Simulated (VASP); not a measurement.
# Na2Sc (Fd-3m) in VASP: relaxation of cell and atoms with PBE

Aim: the relaxation of cell and atoms of Na2Sc with PBE.

Everything below comes from runs of VASP 6.6.1. Logs are shortened: lines on timing, memory, paths and dates and some standing lists are left out, and cuts for length are marked.

## Step 1: The cell of the first run

The structure is cubic, space group Fd-3m (No. 227). Conventional cell: a = 8.852 Å, b = 8.852 Å, c = 8.852 Å, α = 90.00°, β = 90.00°, γ = 90.00°. Within 4.1 Å of Na (site symmetry -3m) lie 6 Na at 3.13 Å and 6 Sc at 3.67 Å. Within 4.8 Å of Sc (site symmetry -43m) lie 12 Na at 3.67 Å and 4 Sc at 3.83 Å.

## Step 2: Relaxation of cell and atoms, PBE

INCAR

```
PREC     = Accurate       # precision mode
ENCUT    = 600            # plane-wave cutoff, eV
EDIFF    = 1E-6           # SCF threshold, eV
ISMEAR   = 0              # smearing method
SIGMA    = 0.1            # smearing width, eV
LREAL    = False          # projectors in reciprocal space
LASPH    = True           # aspherical terms in the spheres
NELM     = 80             # most SCF steps
ALGO     = Fast           # electronic algorithm
ISIF     = 3              # what is computed and relaxed
LWAVE    = False          # write WAVECAR
LCHARG   = False          # write CHGCAR
GGA      = PE             # functional
IBRION   = 2              # ionic algorithm
NSW      = 100            # ionic steps
EDIFFG   = -0.01          # ionic threshold
```

KPOINTS

```
Automatic mesh
0
Gamma
  8 8 8
```

POSCAR

```
Na2Sc
1.0
    0.0000000000      4.4258278145      4.4258278145
    4.4258278145      0.0000000000      4.4258278145
    4.4258278145      4.4258278145      0.0000000000
Na Sc
4 2
Direct
    0.1250000000      0.1250000000      0.1250000000
    0.6250000000      0.1250000000      0.1250000000
    0.1250000000      0.1250000000      0.6250000000
    0.1250000000      0.6250000000      0.1250000000
    0.5000000000      0.5000000000      0.5000000000
    0.7500000000      0.7500000000      0.7500000000
```

Potentials or basis: VASP PAW PBE potentials, release 64 (Na_pv, Sc_sv).

Started as:

```bash
cat potpaw_PBE.64/Na_pv/POTCAR potpaw_PBE.64/Sc_sv/POTCAR > POTCAR
mpirun -np 1 vasp_std > vasp.out
```

OUTCAR:

```text
PREC = Accurate
   ENCUT = 600
   EDIFF = 1E-6
   ISMEAR = 0
   LREAL = False
   LASPH = True
   NELM = 80
   ISIF = 3
   GGA = PE
   IBRION = 2
   NSW = 100
   EDIFFG = -0.01

 ion  position               nearest neighbor table
   1  0.125  0.125  0.125-
   2  0.625  0.125  0.125-
   3  0.125  0.125  0.625-
   4  0.125  0.625  0.125-
   5  0.500  0.500  0.500-
   6  0.750  0.750  0.750-

  LATTYP: Found a face centered cubic cell.
 ALAT       =     8.8516556290

  Lattice vectors:

 A1 = (   0.0000000000,   4.4258278145,   4.4258278145)
 A2 = (   4.4258278145,   0.0000000000,   4.4258278145)
 A3 = (   4.4258278145,   4.4258278145,   0.0000000000)

Analysis of symmetry for initial positions (statically):
=====================================================================
 Subroutine PRICEL returns:
 Original cell was already a primitive cell.

 Routine SETGRP: Setting up the symmetry group for a
 face centered cubic supercell.

 Subroutine GETGRP returns: Found 48 space group operations
 (whereof 24 operations were pure point group operations)
 out of a pool of 48 trial point group operations.

The static configuration has the point symmetry T_d .
 The point group associated with its full space group is O_h .

Analysis of symmetry for dynamics (positions and initial velocities):
=====================================================================
 Subroutine PRICEL returns:
 Original cell was already a primitive cell.

 Routine SETGRP: Setting up the symmetry group for a
 face centered cubic supercell.

 Subroutine GETGRP returns: Found 48 space group operations
 (whereof 24 operations were pure point group operations)
 out of a pool of 48 trial point group operations.

The dynamic configuration has the point symmetry T_d .
 The point group associated with its full space group is O_h .

 Subroutine INISYM returns: Found 48 space group operations
 (whereof 24 operations are pure point group operations),
 and found     1 'primitive' translations

----------------------------------------------------------------------------------------

                                     Primitive cell

  volume of cell :     173.3858

  direct lattice vectors                    reciprocal lattice vectors
     0.000000000  4.425827814  4.425827814    -0.112973216  0.112973216  0.112973216
     4.425827814  0.000000000  4.425827814     0.112973216 -0.112973216  0.112973216
     4.425827814  4.425827814  0.000000000     0.112973216  0.112973216 -0.112973216

  length of vectors
     6.259065720  6.259065720  6.259065720     0.195675349  0.195675349  0.195675349

  position of ions in fractional coordinates (direct lattice)
     0.125000000  0.125000000  0.125000000
     0.625000000  0.125000000  0.125000000
     0.125000000  0.125000000  0.625000000
     0.125000000  0.625000000  0.125000000
     0.500000000  0.500000000  0.500000000
     0.750000000  0.750000000  0.750000000

  ion indices of the primitive-cell ions
   primitive index   ion index
                 1           1
                 2           2
                 3           3
                 4           4
                 5           5
                 6           6

----------------------------------------------------------------------------------------

 KPOINTS: Automatic mesh

[... 67 lines left out ...]
   EDIFF  = 0.1E-05   stopping-criterion for ELM
   LREAL  =      F    real-space projection
   EDIFFG = -.1E-01   stopping-criterion for IOM
   NSW    =    100    number of steps for IOM
   IBRION =      2    ionic relax: 0-MD 1-quasi-New 2-CG
   NFREE  =      1    steps in history (QN), initial steepest desc. (CG)
   ISIF   =      3    stress and relaxation
   ISYM   =      2    0-nonsym 1-usesym 2-fastsym
   POTIM  = 0.5000    time-step for ionic-motion
   TEBEG  =    0.0;   TEEND  =   0.0 temperature during run
   PSTRESS=    0.0 pullay stress
   NELECT =      50.0000    total number of electrons
   NUPDOWN=      -1.0000    fix difference up-down
   EMIN   =  10.00;   EMAX   =-10.00  energy-range for DOS
   EFERMI =   0.00;   METHOD = LEGACY
   ISMEAR =     0;   SIGMA  =   0.10  broadening in eV -4-tet -1-fermi 0-gaus
   EFERMI_NEDOS =   21; number of points for ismear=-14 and -15
   IALGO  =     68    algorithm
   IMIX   =      4    mixing-type and parameters
     AMIX     =   0.40;   BMIX     =  1.00
     AMIX_MAG =   1.60;   BMIX_MAG =  1.00
  volume/ion in A,a.u.               =      28.90       195.01
  Fermi-wavevector in a.u.,A,eV,Ry     =   1.081584  2.043898 15.916426  1.169824
  Thomas-Fermi vector in A             =   2.217604
   LORBIT       =      0    0 simple, 1 ext, 2 COOP (PROOUT), +10 PAW based schemes
   GGA     = PE    functional components
   LHFCALC =     F    Hartree Fock is set to
   AEXX    =    0.0000 exact exchange contribution
   IVDW    =     0    specifies the selected vdW correction
   LEPSILON=     F    determine dielectric tensor
   LRPA    =     F    only Hartree local field effects (RPA)
 conjugate gradient relaxation of ions
 non-spin polarized calculation
 RMM-DIIS sequential band-by-band and
 Gauss-broadening in eV      SIGMA  =   0.10
  energy-cutoff  :      600.00
  volume of cell :      173.39
 maximum number of plane-waves:      5825
 NGX is ok and might be reduce to    50
   NGX = 25   NGY = 25   NGZ = 25

--------------------------------------- Ionic step        1  -------------------------------------------

 number of electron      49.9999982 magnetization

 Free energy of the ion-electron system (eV)
  ---------------------------------------------------
  ext. energy  EPLUGINS =         0.00000000
  ---------------------------------------------------
  free energy    TOTEN  =       -15.02999813 eV

  energy without entropy =      -14.99100954  energy(sigma->0) =      -15.01050384

------------------------ aborting loop because EDIFF is reached ----------------------------------------

  FORCE on cell =-STRESS in cart. coord.  units (eV):
  Direction    XX          YY          ZZ          XY          YZ          ZX
  --------------------------------------------------------------------------------------
  -------------------------------------------------------------------------------------
  Total        0.2920322      0.2920322      0.2920322      0.0000000     -0.0000000      0.0000000
  in kB        2.6985329      2.6985329      2.6985329      0.0000000     -0.0000000      0.0000000
  external PRESSURE =       2.6985329 kB  Pullay stress =       0.0000000 kB

 VOLUME and BASIS-vectors are now :
 -----------------------------------------------------------------------------
  energy-cutoff  :      600.00
  volume of cell :      173.39
      direct lattice vectors                 reciprocal lattice vectors
     0.000000000  4.425827814  4.425827814    -0.112973216  0.112973216  0.112973216
     4.425827814  0.000000000  4.425827814     0.112973216 -0.112973216  0.112973216
     4.425827814  4.425827814  0.000000000     0.112973216  0.112973216 -0.112973216

 POSITION                                       TOTAL-FORCE (eV/Angst)
 -----------------------------------------------------------------------------------
      1.10646      1.10646      1.10646         0.000000      0.000000      0.000000
      1.10646      3.31937      3.31937         0.000000      0.000000      0.000000
      3.31937      3.31937      1.10646         0.000000     -0.000000      0.000000
      3.31937      1.10646      3.31937         0.000000      0.000000      0.000000
      4.42583      4.42583      4.42583        -0.000000     -0.000000     -0.000000
      6.63874      6.63874      6.63874        -0.000000      0.000000      0.000000
 -----------------------------------------------------------------------------------
    total drift:                                0.000000      0.000000     -0.000000

  FREE ENERGIE OF THE ION-ELECTRON SYSTEM (eV)
  ---------------------------------------------------
  free  energy   TOTEN  =       -15.0299981309 eV

  energy  without entropy=      -14.9910095395  energy(sigma->0) =      -15.01050384

--------------------------------------- Ionic step        2  -------------------------------------------

 number of electron      49.9999987 magnetization

 Free energy of the ion-electron system (eV)
  ---------------------------------------------------
  ext. energy  EPLUGINS =         0.00000000
  ---------------------------------------------------
  free energy    TOTEN  =       -15.03064648 eV

  energy without entropy =      -14.99145985  energy(sigma->0) =      -15.01105316

 E-fermi :   1.6188     XC(G=0):  -7.9339

 val. band max:        1.6170248303   @ k =   0.3750   0.2500   0.0000
 cond. band min:       1.6286151320   @ k =   0.0000   0.0000   0.0000
 fundamental gap:      0.0115903017
 Fermi energy:         1.6187970555

 k-point     1 :       0.0000    0.0000    0.0000
  band No.  band energies     occupation
      1     -49.1043      2.00000
      2     -49.1003      2.00000
      3     -27.7003      2.00000
      4     -27.7003      2.00000
      5     -27.7003      2.00000
      6     -27.6816      2.00000
[... 781 lines left out ...]
     29       2.2810      0.00000
     30       2.6711      0.00000

 [... further k-points ...]
[... 5 lines left out ...]
  --------------------------------------------------------------------------------------
  -------------------------------------------------------------------------------------
  Total        0.0214584      0.0214584      0.0214584      0.0000000     -0.0000000      0.0000000
  in kB        0.1968969      0.1968969      0.1968969      0.0000000     -0.0000000      0.0000000
  external PRESSURE =       0.1968969 kB  Pullay stress =       0.0000000 kB

 VOLUME and BASIS-vectors are now :
 -----------------------------------------------------------------------------
  energy-cutoff  :      600.00
  volume of cell :      174.61
      direct lattice vectors                 reciprocal lattice vectors
     0.000000000  4.436219958  4.436219958    -0.112708568  0.112708568  0.112708568
     4.436219958 -0.000000000  4.436219958     0.112708568 -0.112708568  0.112708568
     4.436219958  4.436219958 -0.000000000     0.112708568  0.112708568 -0.112708568

 POSITION                                       TOTAL-FORCE (eV/Angst)
 -----------------------------------------------------------------------------------
      1.10905      1.10905      1.10905        -0.000000      0.000000      0.000000
      1.10905      3.32716      3.32716        -0.000000      0.000000      0.000000
      3.32716      3.32716      1.10905        -0.000000      0.000000      0.000000
      3.32716      1.10905      3.32716        -0.000000      0.000000      0.000000
      4.43622      4.43622      4.43622         0.000000     -0.000000      0.000000
      6.65433      6.65433      6.65433        -0.000000      0.000000     -0.000000
 -----------------------------------------------------------------------------------
    total drift:                                0.000000      0.000000     -0.000000

  FREE ENERGIE OF THE ION-ELECTRON SYSTEM (eV)
  ---------------------------------------------------
  free  energy   TOTEN  =       -15.0306464770 eV

  energy  without entropy=      -14.9914598500  energy(sigma->0) =      -15.01105316

 reached required accuracy - stopping structural energy minimisation
```

It took 9 min on 1 thread of AMD EPYC 9R45 (Zen 5), shared host; peak memory 0.43 GiB.

Results:

- Free energy: -15.0306 eV
- Relaxed volume: 29.10 Å³/atom
- Relaxed cell: a = 6.274 Å, b = 6.274 Å, c = 6.274 Å, α = 60.00°, β = 60.00°, γ = 60.00°
- Space group after relaxing (to 0.1 Å): Fd-3m (No. 227)
- Energy gained by relaxing: 0.1 meV/atom
- Ionic steps: 2
- Pressure after relaxing: 0.0 GPa
- Band gap on the k mesh: zero (bands 25 and 26 overlap by 0.51 eV)

Step by step:
```
step  energy change (eV)  largest force (eV/Å)  pressure (GPa)  volume (Å³)
   1              0.0000                0.0000            0.27       173.39
   2             -0.0006                0.0000            0.02       174.61
```

Final structure:
```xyz
6
Lattice="0.0000 4.4362 4.4362 4.4362 0.0000 4.4362 4.4362 4.4362 0.0000" Properties=species:S:1:pos:R:3 pbc="T T T"
Na    1.1091    1.1091    1.1091
Na    1.1091    3.3272    3.3272
Na    3.3272    3.3272    1.1091
Na    3.3272    1.1091    3.3272
Sc    4.4362    4.4362    4.4362
Sc    6.6543    6.6543    6.6543
```

Levels at points of the mesh, in eV from the Fermi level:
| k point | band 21 | band 22 | band 23 | band 24 | band 25 | band 26 | band 27 | band 28 | band 29 | band 30 |
| --- | --- | --- | --- | --- | --- | --- | --- | --- | --- | --- |
| (0.00, 0.00, 0.00) | -4.18 | -0.03 | -0.03 | -0.03 | 0.01 | 0.01 | 0.16 | 0.16 | 0.16 | 1.61 |
| (0.50, 0.00, 0.00) | -2.86 | -2.50 | -0.28 | -0.28 | -0.13 | 0.18 | 0.18 | 0.50 | 0.50 | 0.83 |
| (0.50, 0.50, 0.00) | -2.24 | -2.24 | -0.97 | -0.97 | -0.29 | -0.29 | 0.37 | 0.37 | 0.72 | 0.72 |
